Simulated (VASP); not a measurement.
SnSe:

```
Sn Se
1.0
     0.00000    3.36398    3.36398
     3.36398    0.00000    3.36398
     3.36398    3.36398    0.00000
Sn Se
1 1
Direct
  0.00000 0.00000 0.00000
  0.25000 0.25000 0.25000
```

Base run:

- Program: VASP 6.6.1
- Functional: PBE-based screened hybrid with 35 % exact exchange
- Potentials or basis: VASP PAW PBE potentials, release 64 (Sn_d, Se)
- Cutoff: 520 eV
- k mesh: 4 × 4 × 4
- Occupations: fermi-dirac, width 0.02 eV
- Spin: no spin polarisation

Its results: band gap on the k mesh 0.13 eV (least direct gap 0.84 eV); pressure 0.0 GPa.

Question: The run is repeated on the same cell with these changes: functional from PBE-based screened hybrid with 35 % exact exchange to PBE-based global hybrid with 35 % exact exchange. What comes out?

Answer: Band gap on the k mesh 1.38 eV (least direct gap 2.17 eV); pressure -0.2 GPa.

Caveats: the structure was generated, so it needn't be the stable form of SnSe; the PAW data sets were made with another functional, which shifts forces and pressure a little; spin-orbit coupling is left out, which moves the levels of the heavy elements.

A k mesh can miss the band edges.
